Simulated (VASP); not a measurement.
A run of VASP 6.6.1 is set up as follows.

Contents of INCAR:

```
SYSTEM = La
PREC = Accurate ; ENCUT = 520
EDIFF = 1E-8 ; ISMEAR = -1
SIGMA = 0.05 ; LREAL = .False.
LASPH = .True. ; NELM = 80
ALGO = Normal ; ISIF = 2
LWAVE = .False. ; LCHARG = .False.
LEFG = .True. ; NBANDS = 18
```

File KPOINTS:

```
Automatic mesh
0
Gamma
  11 11 6
  0 0 0
```

File POSCAR:

```
La
1.0
    3.8250020917      0.0000000000      0.0000000000
   -1.9125010458      3.3125489809      0.0000000000
    0.0000000000      0.0000000000      6.0700000000
La
2
Direct
    0.3333333333      0.6666666667      0.2500000000
    0.6666666667      0.3333333333      0.7500000000
```

Potentials or basis: VASP PAW LDA potentials, release 64 (La).

The run is started by

```bash
$ cat potpaw_LDA.64/La/POTCAR > POTCAR
$ mpirun -np 1 vasp_std > vasp.out
```

Question: Estimate the band gap on the k mesh.

Answer: Zero (bands 11 and 12 overlap by 1.34 eV).

Question: What does it give for the pressure?

Answer: -3.8 GPa.

Stress tensor (GPa, compression positive):
```
-3.90  0.00  0.00
 0.00 -3.90  0.00
 0.00  0.00 -3.68
```

Caveat: the cell differs from its parent crystal (equal xx and yy strain of +2 %); the cell stands under tension; without QUAD_EFG the Cq values of the log hold for a quadrupole moment of 1 mb, not for the nuclei; spin-orbit coupling is left out, which moves the levels of the heavy elements.
